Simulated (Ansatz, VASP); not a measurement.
# AlN: VASP beside Ansatz

The input POSCAR:

```
AlN
1.0
    0.0000000000      2.1839935596      2.1839935596
    2.1839935596      0.0000000000      2.1839935596
    2.1839935596      2.1839935596      0.0000000000
Al N
1 1
Direct
    0.0000000000      0.0000000000      0.0000000000
    0.2500000000      0.2500000000      0.2500000000
```

Contents of INCAR.step1:

```
PREC = Accurate ; ENCUT = 520
EDIFF = 1E-5 ; ISMEAR = -1
SIGMA = 0.05 ; LREAL = False
LASPH = True ; NELM = 80
ALGO = Normal ; ISIF = 2
LWAVE = True ; GGA = PE
NBANDS = 11
```

INCAR.step2

```
PREC = Accurate ; ENCUT = 520
EDIFF = 1E-6 ; ISMEAR = -1
SIGMA = 0.05 ; LREAL = False
LASPH = True ; NELM = 80
ALGO = Normal ; ISIF = 2
LWAVE = False ; LCHARG = True
GGA = PS ; LHFCALC = True
AEXX = 0.25 ; PRECFOCK = Normal
LELF = True ; LVHAR = True
ISTART = 1 ; NBANDS = 11
```

KPOINTS

```
regular mesh
0
Gamma
  5 5 5
```

The input input.yaml:

```yaml
crystal:
  lattice:
    - [0.0, 2.1839935596, 2.1839935596]
    - [2.1839935596, 0.0, 2.1839935596]
    - [2.1839935596, 2.1839935596, 0.0]
  atoms:
    - { symbol: Al, position: [0.0, 0.0, 0.0] }
    - { symbol: "N", position: [0.25, 0.25, 0.25] }
hamiltonian:
  xc: { exchange: pbesol, correlation: pbesol, exx: { coeff: 0.25 } }
  pseudopotentials: { kind: paw }
kpoints:
  mp_grid: { grid: [5, 5, 5] }
  band_path:
    path:
      - [[0.0, 0.0, 0.0], [0.5, 0.0, 0.5], [0.5, 0.25, 0.75], [0.375, 0.375, 0.75], [0.0, 0.0, 0.0], [0.5, 0.5, 0.5], [0.625, 0.25, 0.625], [0.5, 0.25, 0.75], [0.5, 0.5, 0.5], [0.375, 0.375, 0.75]]
      - [[0.625, 0.25, 0.625], [0.5, 0.0, 0.5]]
    npoints: 4
scf:
  occupations: { method: fermi_dirac, width: 0.05 }
  n_extra_bands: 6
output:
  forces: true
  stress: true
  eigenvalues: true
  fatbands: false
  write_density: true
  write_potential: true
  elf: true
  volumetric_format: npy
```

Alike in both runs: functional PBEsol-based global hybrid with a share of 0.25 of exact exchange; k mesh 5 × 5 × 5; occupations fermi-dirac, width 0.05 eV; no spin polarisation.

```csv
,VASP,Ansatz
version,VASP 6.6.1,Ansatz 0.2.0
potentials or method,"VASP PAW PBE potentials, release 64 (Al, N)",Ansatz PAW
plane-wave cutoff (eV),520,420
valence electrons in the cell,8,8
task,single point,band structure
```

|  | VASP | Ansatz | Ansatz less VASP |
| --- | --- | --- | --- |
| gap on the k mesh at the Fermi level (eV) | 5.85 | 5.82 | -0.024 |
| pressure (GPa) | -2.9 | -2.9 | -0.06 |

VASP's potentials were made for PBE, not for PBEsol-based global hybrid. The functional is the same, so the differences come from potentials, cutoffs and numerics.

The k mesh is coarse, so the values compare programs but aren't converged.
